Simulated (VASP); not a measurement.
# PbO (P4/nmm) in VASP: further runs, part 2 of 2

VASP 6.6.1.

**3. Single point, PBE+D3(BJ)**

The input, INCAR:

```
SYSTEM = PbO
PREC = Accurate ; ENCUT = 520
EDIFF = 1E-6 ; ISMEAR = 0
SIGMA = 0.02 ; LREAL = .FALSE.
LASPH = .TRUE. ; NELM = 100
ALGO = Normal ; ISIF = 2
LWAVE = .FALSE. ; LCHARG = .FALSE.
GGA = PE ; IVDW = 12
NBANDS = 28
```

The input, KPOINTS:

```
Automatic mesh
0
G
  8 8 6
  0 0 0
```

The input, POSCAR:

```
PbO
1.0
    4.0342382137      0.0000000000      0.0000000000
    0.0000000000      4.0342382137      0.0000000000
    0.0000000000      0.0000000000      4.9930494002
Pb O
2 2
Direct
    0.5000000000      0.0000000000      0.2377668861
    0.0000000000      0.5000000000      0.7622331139
    0.0000000000      0.0000000000      0.0000000000
    0.5000000000      0.5000000000      0.0000000000
```

Potentials or basis: VASP PAW PBE potentials, release 64 (Pb_d, O).

Started as:

```console
> cat potpaw_PBE.64/Pb_d/POTCAR potpaw_PBE.64/O/POTCAR > POTCAR
> mpirun -np 1 vasp_std > vasp.out
```

OUTCAR:

```text
SYSTEM = PbO
   PREC = Accurate
   ENCUT = 520
   EDIFF = 1E-6
   ISMEAR = 0
   LREAL = .FALSE.
   LASPH = .TRUE.
   NELM = 100
   ISIF = 2
   GGA = PE
   IVDW = 12
 IVDW          = 12

 ion  position               nearest neighbor table
   1  0.500  0.000  0.238-   3 2.34   4 2.34   4 2.34   3 2.34   2 3.71   2 3.71   2 3.71   2 3.71
                             2 3.87   2 3.87   2 3.87   2 3.87
   2  0.000  0.500  0.762-   3 2.34   4 2.34   3 2.34   4 2.34   1 3.71   1 3.71   1 3.71   1 3.71
                             1 3.87   1 3.87   1 3.87   1 3.87
   3  0.000  0.000  0.000-   1 2.34   2 2.34   2 2.34   1 2.34
   4  0.500  0.500  0.000-   1 2.34   2 2.34   1 2.34   2 2.34

  LATTYP: Found a simple tetragonal cell.
 ALAT       =     4.0342382137
 C/A-ratio  =     1.2376684607

  Lattice vectors:

 A1 = (   4.0342382137,   0.0000000000,   0.0000000000)
 A2 = (   0.0000000000,   4.0342382137,   0.0000000000)
 A3 = (   0.0000000000,   0.0000000000,   4.9930494002)

Analysis of symmetry for initial positions (statically):
=====================================================================
 Subroutine PRICEL returns:
 Original cell was already a primitive cell.

 Routine SETGRP: Setting up the symmetry group for a
 simple tetragonal supercell.

 Subroutine GETGRP returns: Found 16 space group operations
 (whereof  8 operations were pure point group operations)
 out of a pool of 16 trial point group operations.

The static configuration has the point symmetry D_2d.
 The point group associated with its full space group is D_4h.

Analysis of symmetry for dynamics (positions and initial velocities):
=====================================================================
 Subroutine PRICEL returns:
 Original cell was already a primitive cell.

 Routine SETGRP: Setting up the symmetry group for a
 simple tetragonal supercell.

 Subroutine GETGRP returns: Found 16 space group operations
 (whereof  8 operations were pure point group operations)
 out of a pool of 16 trial point group operations.

The dynamic configuration has the point symmetry D_2d.
 The point group associated with its full space group is D_4h.

 Subroutine INISYM returns: Found 16 space group operations
 (whereof  8 operations are pure point group operations),
 and found     1 'primitive' translations

----------------------------------------------------------------------------------------

                                     Primitive cell

  volume of cell :      81.2623

  direct lattice vectors                    reciprocal lattice vectors
     4.034238214  0.000000000  0.000000000     0.247878273  0.000000000  0.000000000
     0.000000000  4.034238214  0.000000000     0.000000000  0.247878273  0.000000000
     0.000000000  0.000000000  4.993049400     0.000000000  0.000000000  0.200278411

  length of vectors
     4.034238214  4.034238214  4.993049400     0.247878273  0.247878273  0.200278411

  position of ions in fractional coordinates (direct lattice)
     0.500000000  0.000000000  0.237766886
     0.000000000  0.500000000  0.762233114
     0.000000000  0.000000000  0.000000000
     0.500000000  0.500000000  0.000000000

  ion indices of the primitive-cell ions
   primitive index   ion index
                 1           1
                 2           2
                 3           3
                 4           4

[... 29 lines left out ...]
  0.125000  0.000000  0.000000      4.000000
  0.250000  0.000000  0.000000      4.000000
  0.375000  0.000000  0.000000      4.000000
  0.500000  0.000000  0.000000      2.000000
  0.125000  0.125000  0.000000      4.000000
[... 16 lines left out ...]
  0.375000  0.125000  0.166667     16.000000
  0.500000  0.125000  0.166667      8.000000
 [... further k-points ...]
   k-points           NKPTS =     60   k-points in BZ     NKDIM =     60   number of bands    NBANDS=     28
   number of dos      NEDOS =    301   number of ions     NIONS =      4
   total plane-waves  NPLWV =  36000
   dimension x,y,z NGX =    30 NGY =   30 NGZ =   40
   dimension x,y,z NGXF=    60 NGYF=   60 NGZF=   80
   ions per type =               2   2
   NGX,Y,Z   is equivalent  to a cutoff of  12.36, 12.36, 13.32 a.u.
   NGXF,Y,Z  is equivalent  to a cutoff of  24.73, 24.73, 26.64 a.u.
 SYSTEM =  PbO
   PREC   = accura    normal or accurate (medium, high low for compatibility)
   ISTART =      0    job   : 0-new  1-cont  2-samecut
   ICHARG =      2    charge: 1-file 2-atom 10-const
   ISPIN  =      1    spin polarized calculation?
   LNONCOLLINEAR =      F non collinear calculations
   LSORBIT =      F    spin-orbit coupling
   LASPH  =      T    aspherical Exc in radial PAW
   ENCUT  =  520.0 eV  38.22 Ry    6.18 a.u.   7.50  7.50  9.28*2*pi/ulx,y,z
   NELM   =    100;   NELMIN=  2; NELMDL= -5     # of ELM steps
   EDIFF  = 0.1E-05   stopping-criterion for ELM
   LREAL  =      F    real-space projection
   EDIFFG = 0.1E-04   stopping-criterion for IOM
   NSW    =      0    number of steps for IOM
   IBRION =     -1    ionic relax: 0-MD 1-quasi-New 2-CG
   NFREE  =      0    steps in history (QN), initial steepest desc. (CG)
   ISIF   =      2    stress and relaxation
   ISYM   =      2    0-nonsym 1-usesym 2-fastsym
   POTIM  = 0.5000    time-step for ionic-motion
   TEBEG  =    0.0;   TEEND  =   0.0 temperature during run
   PSTRESS=    0.0 pullay stress
   NELECT =      40.0000    total number of electrons
   NUPDOWN=      -1.0000    fix difference up-down
   EMIN   =  10.00;   EMAX   =-10.00  energy-range for DOS
   EFERMI =   0.00;   METHOD = LEGACY
   ISMEAR =     0;   SIGMA  =   0.02  broadening in eV -4-tet -1-fermi 0-gaus
   EFERMI_NEDOS =   21; number of points for ismear=-14 and -15
   IALGO  =     38    algorithm
   IMIX   =      4    mixing-type and parameters
     AMIX     =   0.40;   BMIX     =  1.00
     AMIX_MAG =   1.60;   BMIX_MAG =  1.00
  volume/ion in A,a.u.               =      20.32       137.10
  Fermi-wavevector in a.u.,A,eV,Ry     =   1.292603  2.442666 22.732923  1.670823
  Thomas-Fermi vector in A             =   2.424301
   LORBIT       =      0    0 simple, 1 ext, 2 COOP (PROOUT), +10 PAW based schemes
   GGA     = PE    functional components
   LHFCALC =     F    Hartree Fock is set to
   AEXX    =    0.0000 exact exchange contribution
   IVDW    =    12    specifies the selected vdW correction
   LEPSILON=     F    determine dielectric tensor
   LRPA    =     F    only Hartree local field effects (RPA)
 non-spin polarized calculation
 Gauss-broadening in eV      SIGMA  =   0.02
  energy-cutoff  :      520.00
  volume of cell :       81.26
 maximum number of plane-waves:      2222
   NGX = 15   NGY = 15   NGZ = 19

 number of electron      40.0000001 magnetization

 Free energy of the ion-electron system (eV)
  ---------------------------------------------------
  ext. energy  EPLUGINS =         0.00000000
  ---------------------------------------------------
  free energy    TOTEN  =       -21.46401229 eV

  energy without entropy =      -21.46401229  energy(sigma->0) =      -21.46401229

 E-fermi :   4.9884     XC(G=0):  -9.7296

 val. band max:        4.8220812366   @ k =   0.1250   0.0000   0.0000
 cond. band min:       6.0943405580   @ k =   0.5000   0.5000   0.0000
 fundamental gap:      1.2722593214
 Fermi energy:         4.9884257110

 k-point     1 :       0.0000    0.0000    0.0000
  band No.  band energies     occupation
      1     -13.2511      2.00000
      2     -12.8128      2.00000
      3     -11.1136      2.00000
      4     -11.1136      2.00000
      5     -11.0626      2.00000
      6     -11.0252      2.00000
[... 733 lines left out ...]
     27      14.2407      0.00000
     28      14.2407      0.00000

 [... further k-points ...]

------------------------ aborting loop because EDIFF is reached ----------------------------------------

 Edisp (eV)   -0.93415

 E8    (eV) :    -0.4283

  FORCE on cell =-STRESS in cart. coord.  units (eV):
  Direction    XX          YY          ZZ          XY          YZ          ZX
  --------------------------------------------------------------------------------------
  -------------------------------------------------------------------------------------
  Total       0.04752     0.04752     0.03272     0.00000    -0.00000     0.00000
  in kB       0.93696     0.93696     0.64518     0.00000    -0.00000     0.00000
  external pressure =        0.84 kB  Pullay stress =        0.00 kB

 VOLUME and BASIS-vectors are now :
 -----------------------------------------------------------------------------
  energy-cutoff  :      520.00
  volume of cell :       81.26
      direct lattice vectors                 reciprocal lattice vectors
     4.034238214  0.000000000  0.000000000     0.247878273  0.000000000  0.000000000
     0.000000000  4.034238214  0.000000000     0.000000000  0.247878273  0.000000000
     0.000000000  0.000000000  4.993049400     0.000000000  0.000000000  0.200278411

 POSITION                                       TOTAL-FORCE (eV/Angst)
 -----------------------------------------------------------------------------------
      2.01712      0.00000      1.18718        -0.000000     -0.000000      0.038612
      0.00000      2.01712      3.80587         0.000000     -0.000000     -0.038612
      0.00000      0.00000      0.00000         0.000000      0.000000      0.000000
      2.01712      2.01712      0.00000         0.000000     -0.000000      0.000000
 -----------------------------------------------------------------------------------
    total drift:                                0.000000      0.000000      0.000000

  FREE ENERGIE OF THE ION-ELECTRON SYSTEM (eV)
  ---------------------------------------------------
  free  energy   TOTEN  =       -22.3981630767 eV

  energy  without entropy=      -22.3981630767  energy(sigma->0) =      -22.39816308
```

stdout:

```text
POSCAR found type information on POSCAR PbO
 POSCAR found :  2 types and       4 ions
 scaLAPACK will be used
 LDA part: xc-table for (Slater+PW92), standard interpolation
 POSCAR, INCAR and KPOINTS ok, starting setup
 FFT: planning ... GRIDC
 FFT: planning ... GRID_SOFT
 FFT: planning ... GRID
 WAVECAR not read
 entering main loop
```

Run time: 1.9 min. Hardware: 1 thread of Intel Xeon 6455B, shared host; peak memory 0.26 GiB.

Results:

| Item | Value |
| --- | --- |
| Free energy | -22.3982 eV |
| Pressure | 0.1 GPa |
| Largest force | 0.039 eV/Å |
| Band gap on the k mesh | 1.27 eV (least direct gap 2.18 eV) |
| Dispersion energy per atom | -0.234 eV |

Forces on the atoms (eV/Å):
```
Pb   0.000  0.000  0.039
Pb   0.000  0.000 -0.039
O    0.000  0.000  0.000
O    0.000  0.000  0.000
```

Caveat: spin-orbit coupling is left out, which moves the levels of the heavy elements. A k mesh can miss the band edges.

**4. Relaxation of cell and atoms, PBE+D3(BJ)**

This run uses another cell than the first one, of 19.83 Å³/atom.

The input, INCAR:

```
SYSTEM = PbO
ALGO = Normal
EDIFF = 1E-6
EDIFFG = -0.005
ENCUT = 600
GGA = PE
IBRION = 2
ISIF = 3
ISMEAR = 0
IVDW = 12
LASPH = .True.
LCHARG = .False.
LREAL = .False.
LWAVE = .False.
NELM = 100
NSW = 100
PREC = Accurate
SIGMA = 0.02
```

The input, KPOINTS:

```
k-points
0
Gamma
  8 8 6
  0 0 0
```

The input, POSCAR:

```
PbO
1.0
    3.9780804971      0.0000000000      0.0000000000
    0.0000000000      3.9780804971      0.0000000000
    0.0000000000      0.0000000000      5.0127125567
Pb O
2 2
Direct
    0.5000000000      0.0000000000      0.2368000000
    0.0000000000      0.5000000000      0.7632000000
    0.0000000000      0.0000000000      0.0000000000
    0.5000000000      0.5000000000      0.0000000000
```

Potentials or basis: VASP PAW PBE potentials, release 64 (Pb_d, O).

Started as:

```console
> cat potpaw_PBE.64/Pb_d/POTCAR potpaw_PBE.64/O/POTCAR > POTCAR
> mpirun -np 1 vasp_std > vasp.out
```

OUTCAR:

```text
SYSTEM = PbO
   EDIFF = 1E-6
   EDIFFG = -0.005
   ENCUT = 600
   GGA = PE
   IBRION = 2
   ISIF = 3
   ISMEAR = 0
   IVDW = 12
   LASPH = .True.
   LREAL = .False.
   NELM = 100
   NSW = 100
   PREC = Accurate
 IVDW          = 12

 ion  position               nearest neighbor table
   1  0.500  0.000  0.237-   3 2.32   4 2.32   4 2.32   3 2.32   2 3.68   2 3.68   2 3.68   2 3.68
                             2 3.86   2 3.86   2 3.86   2 3.86
   2  0.000  0.500  0.763-   3 2.32   4 2.32   3 2.32   4 2.32   1 3.68   1 3.68   1 3.68   1 3.68
                             1 3.86   1 3.86   1 3.86   1 3.86
   3  0.000  0.000  0.000-   1 2.32   2 2.32   2 2.32   1 2.32
   4  0.500  0.500  0.000-   1 2.32   2 2.32   1 2.32   2 2.32

  LATTYP: Found a simple tetragonal cell.
 ALAT       =     3.9780804971
 C/A-ratio  =     1.2600832387

  Lattice vectors:

 A1 = (   3.9780804971,   0.0000000000,   0.0000000000)
 A2 = (   0.0000000000,   3.9780804971,   0.0000000000)
 A3 = (   0.0000000000,   0.0000000000,   5.0127125567)

Analysis of symmetry for initial positions (statically):
=====================================================================
 Subroutine PRICEL returns:
 Original cell was already a primitive cell.

 Routine SETGRP: Setting up the symmetry group for a
 simple tetragonal supercell.

 Subroutine GETGRP returns: Found 16 space group operations
 (whereof  8 operations were pure point group operations)
 out of a pool of 16 trial point group operations.

The static configuration has the point symmetry D_2d.
 The point group associated with its full space group is D_4h.
[... 169 lines left out ...]

------------------------ aborting loop because EDIFF is reached ----------------------------------------

 Edisp (eV)   -0.95675

 E8    (eV) :    -0.4384
[... 111 lines left out ...]
  FREE ENERGIE OF THE ION-ELECTRON SYSTEM (eV)
  ---------------------------------------------------
  free  energy   TOTEN  =       -22.3983349978 eV

  energy  without entropy=      -22.3983349978  energy(sigma->0) =      -22.39833500

[... ionic steps 4 to 10 ...]

--------------------------------------- Ionic step       11  -------------------------------------------

 number of electron      40.0000011 magnetization

------------------------ aborting loop because EDIFF is reached ----------------------------------------
[... 79 lines left out ...]
--------------------------------------- Ionic step       13  -------------------------------------------

 number of electron      40.0000011 magnetization

 Free energy of the ion-electron system (eV)
  ---------------------------------------------------
  ext. energy  EPLUGINS =         0.00000000
  ---------------------------------------------------
  free energy    TOTEN  =       -21.46104281 eV

  energy without entropy =      -21.46104281  energy(sigma->0) =      -21.46104281

 E-fermi :   4.9869     XC(G=0):  -9.7657

 val. band max:        4.8645574185   @ k =   0.1250   0.0000   0.0000
 cond. band min:       6.1095212254   @ k =   0.5000   0.5000   0.0000
 fundamental gap:      1.2449638069
 Fermi energy:         4.9868926907

 k-point     1 :       0.0000    0.0000    0.0000
  band No.  band energies     occupation
      1     -13.1935      2.00000
      2     -12.7584      2.00000
      3     -11.0678      2.00000
      4     -11.0678      2.00000
      5     -11.0172      2.00000
      6     -10.9762      2.00000
[... 637 lines left out ...]
     23      10.5394      0.00000
     24      10.5394      0.00000

 [... further k-points ...]

------------------------ aborting loop because EDIFF is reached ----------------------------------------

 Edisp (eV)   -0.93973

 E8    (eV) :    -0.4309
[... 27 lines left out ...]
  FREE ENERGIE OF THE ION-ELECTRON SYSTEM (eV)
  ---------------------------------------------------
  free  energy   TOTEN  =       -22.4007696795 eV

  energy  without entropy=      -22.4007696795  energy(sigma->0) =      -22.40076968

 reached required accuracy - stopping structural energy minimisation
```

CONTCAR:

```text
PbO
   1.00000000000000
     4.0361736122580245    0.0000000000000000    0.0000000000000000
     0.0000000000000000    4.0361736122580245   -0.0000000000000000
     0.0000000000000000    0.0000000000000000    4.9598268401273611
  Pb              O
     2     2
Direct
     0.5000000000000000    0.0000000000000000    0.2394641144962932
     0.0000000000000000    0.5000000000000000    0.7605358855037065
     0.0000000000000000    0.0000000000000000    0.0000000000000000
     0.5000000000000000    0.5000000000000000    0.0000000000000000

  0.00000000E+00  0.00000000E+00  0.00000000E+00
  0.00000000E+00  0.00000000E+00  0.00000000E+00
  0.00000000E+00  0.00000000E+00  0.00000000E+00
  0.00000000E+00  0.00000000E+00  0.00000000E+00
```

Run time: 11 min. Hardware: 1 thread of Intel Xeon 6455B, shared host; peak memory 0.31 GiB.

Results:

```
Free energy                           : -22.4008 eV
Relaxed volume                        : 20.20 Å³/atom
Relaxed cell                          : a = 4.036 Å, b = 4.036 Å, c = 4.960 Å, α = 90.00°, β = 90.00°, γ = 90.00°
Space group after relaxing (to 0.1 Å) : P4/nmm (No. 129)
Energy gained by relaxing             : 5.0 meV/atom
Ionic steps                           : 13
Pressure after relaxing               : 0.0 GPa
Band gap on the k mesh                : 1.24 eV (least direct gap 2.15 eV)
Dispersion energy per atom            : -0.235 eV
```

The path:
```csv
step,energy change (eV),largest force (eV/Å),pressure (GPa),volume (Å³)
1,0.0000,0.3701,2.47,79.33
2,-0.0032,0.4550,-1.94,82.89
3,-0.0177,0.0743,0.04,81.16
4,-0.0189,0.0355,0.03,81.30
5,-0.0196,0.0215,-0.03,81.51
6,-0.0197,0.0150,-0.06,81.47
7,-0.0199,0.0019,-0.13,81.33
8,-0.0200,0.0352,-0.20,81.05
9,-0.0200,0.0250,-0.18,81.13
10,-0.0200,0.0228,-0.17,81.08
11,-0.0201,0.0117,-0.09,80.94
12,-0.0201,0.0108,0.08,80.67
13,-0.0201,0.0009,0.01,80.80
```

Final structure:
```xyz
4
Lattice="4.0362 0.0000 0.0000 0.0000 4.0362 0.0000 0.0000 0.0000 4.9598" Properties=species:S:1:pos:R:3 pbc="T T T"
Pb    2.0181    0.0000    1.1877
Pb    0.0000    2.0181    3.7721
O     0.0000    0.0000    0.0000
O     2.0181    2.0181    0.0000
```

Levels at points of the mesh, in eV from the valence-band top:
| k point | band 18 | band 19 | band 20 | band 21 | band 22 | band 23 |
| --- | --- | --- | --- | --- | --- | --- |
| (0.00, 0.00, 0.00) | -1.52 | -1.52 | -0.02 | 2.41 | 5.54 | 5.54 |
| (0.50, 0.00, 0.00) | -2.82 | -1.49 | -1.49 | 3.45 | 3.45 | 6.60 |
| (0.50, 0.50, 0.00) | -1.52 | -0.90 | -0.90 | 1.24 | 1.24 | 5.36 |
| (0.00, 0.00, 0.50) | -1.54 | -1.54 | -0.72 | 1.95 | 3.96 | 3.96 |
| (0.50, 0.00, 0.50) | -2.78 | -0.85 | -0.85 | 3.15 | 3.15 | 6.20 |
| (0.50, 0.50, 0.50) | -2.16 | -0.91 | -0.91 | 3.53 | 3.53 | 4.86 |

Caveat: spin-orbit coupling is left out, which moves the levels of the heavy elements. A k mesh can miss the band edges.
